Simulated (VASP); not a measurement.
# Cr (Fm-3m) in VASP: a series of runs

The runs below take Cr through single point, relaxation of cell and atoms, with r2SCAN.

Everything below comes from runs of VASP 6.6.1. Logs are shortened: lines on timing, memory, paths and dates and some standing lists are left out, and cuts for length are marked.

## Step 1: The cell of the first run

Symmetry: Fm-3m, No. 225, cubic system. The conventional cell has a = 3.598 Å, b = 3.598 Å, c = 3.598 Å, α = 90.00°, β = 90.00°, γ = 90.00°. Cr (site symmetry m-3m) has 12 Cr at 2.54 Å within 3.4 Å.

## Step 2: Single point, r2SCAN

Input file POSCAR:

```
Cr
1.0
    0.0000000000      1.7991902402      1.7991902402
    1.7991902402      0.0000000000      1.7991902402
    1.7991902402      1.7991902402      0.0000000000
Cr
1
Direct
    0.0000000000      0.0000000000      0.0000000000
```

Input file INCAR.step1:

```
SYSTEM = Cr
ALGO = Normal
EDIFF = 1E-4
ENCUT = 520
GGA = PE
ISMEAR = -1
LASPH = .TRUE.
LCHARG = .FALSE.
LREAL = .FALSE.
LWAVE = .TRUE.
NBANDS = 12
NELM = 100
PREC = Accurate
SIGMA = 0.1
```

Input file INCAR.step2:

```
SYSTEM = Cr
ALGO = Normal
EDIFF = 1E-6
ENCUT = 520
ISIF = 2
ISMEAR = -1
ISTART = 1
LASPH = .TRUE.
LCHARG = .FALSE.
LMIXTAU = .TRUE.
LREAL = .FALSE.
LWAVE = .FALSE.
METAGGA = R2SCAN
NBANDS = 12
NELM = 100
PREC = Accurate
SIGMA = 0.1
```

Input file KPOINTS:

```
k-points
0
G
  25 25 25
  0 0 0
```

Potentials or basis: VASP PAW PBE potentials, release 64 (Cr_pv).

Command:

```sh
cat potpaw_PBE.64/Cr_pv/POTCAR > POTCAR
cp INCAR.step1 INCAR
mpirun -np 1 vasp_std > vasp.out
cp INCAR.step2 INCAR
mpirun -np 1 vasp_std > vasp.out
```

OUTCAR:

```text
SYSTEM = Cr
   EDIFF = 1E-6
   ENCUT = 520
   ISIF = 2
   ISMEAR = -1
   ISTART = 1
   LASPH = .TRUE.
   LREAL = .FALSE.
   METAGGA = R2SCAN
   NELM = 100
   PREC = Accurate

 ion  position               nearest neighbor table
   1  0.000  0.000  0.000-

  LATTYP: Found a face centered cubic cell.
 ALAT       =     3.5983804804

  Lattice vectors:

 A1 = (   0.0000000000,   1.7991902402,   1.7991902402)
 A2 = (   1.7991902402,   0.0000000000,   1.7991902402)
 A3 = (   1.7991902402,   1.7991902402,   0.0000000000)

Analysis of symmetry for initial positions (statically):
=====================================================================
 Subroutine PRICEL returns:
 Original cell was already a primitive cell.

 Routine SETGRP: Setting up the symmetry group for a
 face centered cubic supercell.

 Subroutine GETGRP returns: Found 48 space group operations
 (whereof 48 operations were pure point group operations)
 out of a pool of 48 trial point group operations.

The static configuration has the point symmetry O_h .

Analysis of symmetry for dynamics (positions and initial velocities):
=====================================================================
 Subroutine PRICEL returns:
 Original cell was already a primitive cell.

 Routine SETGRP: Setting up the symmetry group for a
 face centered cubic supercell.

 Subroutine GETGRP returns: Found 48 space group operations
 (whereof 48 operations were pure point group operations)
 out of a pool of 48 trial point group operations.

The dynamic configuration has the point symmetry O_h .

 Subroutine INISYM returns: Found 48 space group operations
 (whereof 48 operations are pure point group operations),
 and found     1 'primitive' translations

----------------------------------------------------------------------------------------

                                     Primitive cell

  volume of cell :      11.6483

  direct lattice vectors                    reciprocal lattice vectors
     0.000000000  1.799190240  1.799190240    -0.277902797  0.277902797  0.277902797
     1.799190240  0.000000000  1.799190240     0.277902797 -0.277902797  0.277902797
     1.799190240  1.799190240  0.000000000     0.277902797  0.277902797 -0.277902797

  length of vectors
     2.544439239  2.544439239  2.544439239     0.481341764  0.481341764  0.481341764

  position of ions in fractional coordinates (direct lattice)
     0.000000000  0.000000000  0.000000000

  ion indices of the primitive-cell ions
   primitive index   ion index
                 1           1

----------------------------------------------------------------------------------------

 KPOINTS: k-points

Automatic generation of k-mesh.
 Grid dimensions read from file:
 generate k-points for:   25   25   25

 Generating k-lattice:

  Cartesian coordinates                     Fractional coordinates (reciprocal lattice)
    -0.011116112  0.011116112  0.011116112     0.040000000  0.000000000  0.000000000
     0.011116112 -0.011116112  0.011116112     0.000000000  0.040000000  0.000000000
     0.011116112  0.011116112 -0.011116112     0.000000000  0.000000000  0.040000000

  Length of vectors
     0.019253671  0.019253671  0.019253671

  Shift w.r.t. Gamma in fractional coordinates (k-lattice)
     0.000000000  0.000000000  0.000000000

 Subroutine IBZKPT returns following result:
 ===========================================

 Found    455 irreducible k-points:

 Following reciprocal coordinates:
            Coordinates               Weight
  0.000000  0.000000  0.000000      1.000000
  0.040000  0.000000  0.000000      8.000000
  0.080000  0.000000  0.000000      8.000000
  0.120000  0.000000  0.000000      8.000000
  0.160000  0.000000  0.000000      8.000000
  0.200000  0.000000  0.000000      8.000000
[... 16 lines left out ...]
  0.400000  0.040000  0.000000     24.000000
  0.440000  0.040000  0.000000     24.000000
 [... further k-points ...]
   k-points           NKPTS =    455   k-points in BZ     NKDIM =    455   number of bands    NBANDS=     12
   number of dos      NEDOS =    301   number of ions     NIONS =      1
   total plane-waves  NPLWV =   8000
   dimension x,y,z NGX =    20 NGY =   20 NGZ =   20
   dimension x,y,z NGXF=    40 NGYF=   40 NGZF=   40
   ions per type =               1
   NGX,Y,Z   is equivalent  to a cutoff of  13.07, 13.07, 13.07 a.u.
   NGXF,Y,Z  is equivalent  to a cutoff of  26.13, 26.13, 26.13 a.u.
 SYSTEM =  Cr
   PREC   = accura    normal or accurate (medium, high low for compatibility)
   ISTART =      1    job   : 0-new  1-cont  2-samecut
   ICHARG =      0    charge: 1-file 2-atom 10-const
   ISPIN  =      1    spin polarized calculation?
   LNONCOLLINEAR =      F non collinear calculations
   LSORBIT =      F    spin-orbit coupling
   LASPH  =      T    aspherical Exc in radial PAW
   ENCUT  =  520.0 eV  38.22 Ry    6.18 a.u.   4.73  4.73  4.73*2*pi/ulx,y,z
   NELM   =    100;   NELMIN=  2; NELMDL=  0     # of ELM steps
   EDIFF  = 0.1E-05   stopping-criterion for ELM
   LREAL  =      F    real-space projection
   EDIFFG = 0.1E-04   stopping-criterion for IOM
   NSW    =      0    number of steps for IOM
   IBRION =     -1    ionic relax: 0-MD 1-quasi-New 2-CG
   NFREE  =      0    steps in history (QN), initial steepest desc. (CG)
   ISIF   =      2    stress and relaxation
   ISYM   =      2    0-nonsym 1-usesym 2-fastsym
   POTIM  = 0.5000    time-step for ionic-motion
   TEBEG  =    0.0;   TEEND  =   0.0 temperature during run
   PSTRESS=    0.0 pullay stress
   NELECT =      12.0000    total number of electrons
   NUPDOWN=      -1.0000    fix difference up-down
   EMIN   =  10.00;   EMAX   =-10.00  energy-range for DOS
   EFERMI =   0.00;   METHOD = LEGACY
   ISMEAR =    -1;   SIGMA  =   0.10  broadening in eV -4-tet -1-fermi 0-gaus
   EFERMI_NEDOS =   21; number of points for ismear=-14 and -15
   IALGO  =     38    algorithm
   IMIX   =      4    mixing-type and parameters
     AMIX     =   0.40;   BMIX     =  1.00
     AMIX_MAG =   1.60;   BMIX_MAG =  1.00
  volume/ion in A,a.u.               =      11.65        78.61
  Fermi-wavevector in a.u.,A,eV,Ry     =   1.653414  3.124499 37.195286  2.733776
  Thomas-Fermi vector in A             =   2.741856
   LORBIT       =      0    0 simple, 1 ext, 2 COOP (PROOUT), +10 PAW based schemes
   METAGGA = R2SCAN    functional components
   LHFCALC =     F    Hartree Fock is set to
   AEXX    =    0.0000 exact exchange contribution
   IVDW    =     0    specifies the selected vdW correction
   LEPSILON=     F    determine dielectric tensor
   LRPA    =     F    only Hartree local field effects (RPA)
 non-spin polarized calculation
  energy-cutoff  :      520.00
  volume of cell :       11.65
 maximum number of plane-waves:       331
   NGX =  9   NGY =  9   NGZ =  9

 number of electron      12.0000009 magnetization

 Free energy of the ion-electron system (eV)
  ---------------------------------------------------
  ext. energy  EPLUGINS =         0.00000000
  ---------------------------------------------------
  free energy    TOTEN  =       -14.37800989 eV

  energy without entropy =      -14.32441023  energy(sigma->0) =      -14.35121006

 E-fermi :  10.5786     XC(G=0): -14.9091

 val. band max:       10.5776260499   @ k =   0.4000   0.2800   0.0000
 cond. band min:      10.5803477129   @ k =   0.2400   0.0800   0.0000
 fundamental gap:      0.0027216630
 Fermi energy:        10.5786318951

 k-point     1 :       0.0000    0.0000    0.0000
  band No.  band energies     occupation
      1     -33.4024      2.00000
      2     -33.4023      2.00000
      3     -33.4023      2.00000
      4       2.4248      2.00000
      5      10.0761      1.98695
      6      10.0761      1.98695
      7      10.0761      1.98695
      8      12.1376      0.00000
      9      12.1376      0.00000
     10      14.0930      0.00000
     11      31.0640      0.00000
     12      37.3508      0.00000

 k-point     2 :       0.0400    0.0000    0.0000
  band No.  band energies     occupation
      1     -33.4177      2.00000
      2     -33.4043      2.00000
      3     -33.4042      2.00000
      4       2.4942      2.00000
      5      10.0411      1.99078
      6      10.0995      1.98353
      7      10.0995      1.98353
      8      12.1238      0.00000
      9      12.1238      0.00000
     10      14.0927      0.00000
     11      31.0954      0.00000
     12      36.6607      0.00000

 k-point     3 :       0.0800    0.0000    0.0000
  band No.  band energies     occupation
      1     -33.4626      2.00000
      2     -33.4098      2.00000
      3     -33.4098      2.00000
      4       2.6997      2.00000
      5       9.9416      1.99658
      6      10.1656      1.96836
      7      10.1656      1.96836
      8      12.0873      0.00000
      9      12.0873      0.00000
     10      14.0922      0.00000
     11      31.1505      0.00000
     12      35.2512      0.00000
[... 286 lines left out ...]
 k-point    23 :       0.4000    0.0400    0.0000
  band No.  band energies     occupation
      1     -34.2258      2.00000
      2     -33.5167      2.00000
      3     -33.5102      2.00000
      4       6.1809      2.00000
      5      10.0177      1.99270
      6      10.1778      1.96434
      7      10.2192      1.94652
      8      12.9768      0.00000
      9      13.0774      0.00000
     10      14.0607      0.00000
     11      22.4683      0.00000
     12      30.5186      0.00000

 k-point    24 :       0.4400    0.0400    0.0000
  band No.  band energies     occupation
      1     -34.2878      2.00000
      2     -33.5227      2.00000
      3     -33.5208      2.00000
      4       6.2971      2.00000
      5      10.0238      1.99224
      6      10.1482      1.97334
      7      10.5886      0.95012
      8      13.2206      0.00000
      9      13.2381      0.00000
     10      14.0452      0.00000
     11      21.4162      0.00000
     12      30.2366      0.00000

 [... further k-points ...]
[... 5 lines left out ...]
  --------------------------------------------------------------------------------------
  -------------------------------------------------------------------------------------
  Total        0.0513064      0.0513064      0.0513064      0.0000000     -0.0000000      0.0000000
  in kB        7.0570075      7.0570075      7.0570075      0.0000000     -0.0000000      0.0000000
  external PRESSURE =       7.0570075 kB  Pullay stress =       0.0000000 kB

 VOLUME and BASIS-vectors are now :
 -----------------------------------------------------------------------------
  energy-cutoff  :      520.00
  volume of cell :       11.65
      direct lattice vectors                 reciprocal lattice vectors
     0.000000000  1.799190240  1.799190240    -0.277902797  0.277902797  0.277902797
     1.799190240  0.000000000  1.799190240     0.277902797 -0.277902797  0.277902797
     1.799190240  1.799190240  0.000000000     0.277902797  0.277902797 -0.277902797

 POSITION                                       TOTAL-FORCE (eV/Angst)
 -----------------------------------------------------------------------------------
      0.00000      0.00000      0.00000         0.000000      0.000000      0.000000
 -----------------------------------------------------------------------------------
    total drift:                                0.000000      0.000000     -0.000000

  FREE ENERGIE OF THE ION-ELECTRON SYSTEM (eV)
  ---------------------------------------------------
  free  energy   TOTEN  =       -14.3780098940 eV

  energy  without entropy=      -14.3244102333  energy(sigma->0) =      -14.35121006
```

Run time: 6.2 min. Hardware: 1 thread of Intel Xeon 8259CL, shared host; peak memory 0.18 GiB.

Results:

```
Free energy            : -14.3780 eV
Pressure               : 0.7 GPa
Band gap on the k mesh : zero (band 6 reaches 13.37 eV, above the bottom of band 7 at 10.08 eV)
```

Caveat: the PAW data sets were made with another functional, which shifts forces and pressure a little; the run has no spin polarisation, though such a crystal can be magnetic. Spin polarisation is off, so any magnetic state and its effect on volume and gap are missing.

[end of part 1 of 2]
